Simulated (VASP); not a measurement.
Mg8H:

```
CELL_PARAMETERS angstrom
-3.61457 3.61457 3.51368
3.61457 -3.61457 3.51368
3.61457 3.61457 -3.51368
ATOMIC_POSITIONS crystal
Mg 0.00000 0.00000 0.00000
Mg 0.00000 0.00000 0.50000
Mg 0.00000 0.50000 0.00000
Mg 0.00000 0.50000 0.50000
Mg 0.50000 0.00000 0.00000
Mg 0.50000 0.00000 0.50000
Mg 0.50000 0.50000 0.00000
Mg 0.50000 0.50000 0.50000
H 0.12500 0.37500 0.25000
```

| Property | Result |
| --- | --- |
| Program | VASP 6.6.1 |
| Task | relaxation of cell and atoms |
| Functional | PBE |
| Potentials or basis | VASP PAW PBE potentials, release 64 (Mg, H) |
| Cutoff | 600 eV |
| k mesh | 4 × 4 × 4 |
| Occupations | gaussian, width 0.1 eV |
| Spin | no spin polarisation |

At the start: pressure 0.5 GPa; volume 20.40 Å³/atom.

Where does the relaxation end?

Over 22 steps the energy falls by 18.7 meV/atom and the volume is 20.84 Å³/atom (+2.2 %); space group I-4m2 (No. 119, to 0.05 Å).

The path:
```csv
step,energy change (eV),largest force (eV/Å),pressure (GPa),volume (Å³)
1,0.0000,0.1707,0.46,183.63
2,-0.0154,0.1218,0.10,185.18
3,-0.0275,0.0648,-0.59,188.51
4,-0.0410,0.0972,-0.42,187.57
5,-0.0602,0.2325,0.19,184.82
6,-0.0762,0.1953,0.27,184.76
7,-0.0855,0.1388,0.38,184.60
8,-0.0947,0.0912,-0.08,186.92
9,-0.0957,0.0730,-0.28,188.00
10,-0.1012,0.0590,-0.13,187.21
11,-0.1042,0.0967,0.09,186.13
12,-0.1098,0.0980,0.09,186.07
13,-0.1231,0.0996,0.09,185.89
14,-0.1294,0.1034,0.17,185.46
15,-0.1310,0.0954,0.12,185.62
16,-0.1376,0.0797,0.07,185.98
17,-0.1526,0.0807,-0.09,187.07
18,-0.1532,0.0948,-0.34,189.27
19,-0.1586,0.0878,-0.22,188.11
20,-0.1667,0.0303,0.09,186.75
21,-0.1672,0.0259,0.19,186.33
22,-0.1683,0.0102,-0.05,187.60
```

Final structure:
```
Mg H
1.0
    -3.54105    3.54105    3.74035
     3.54105   -3.54105    3.74035
     3.54105    3.54105   -3.74035
Mg H
8 1
Direct
  0.97118 0.99283 0.02165
  0.99899 0.97260 0.52639
  0.05047 0.52882 0.02165
  0.97118 0.44953 0.47835
  0.44621 0.97260 0.97361
  0.52740 0.05379 0.52639
  0.52740 0.50101 0.97361
  0.50717 0.52882 0.47835
  0.12500 0.37500 0.25000
```
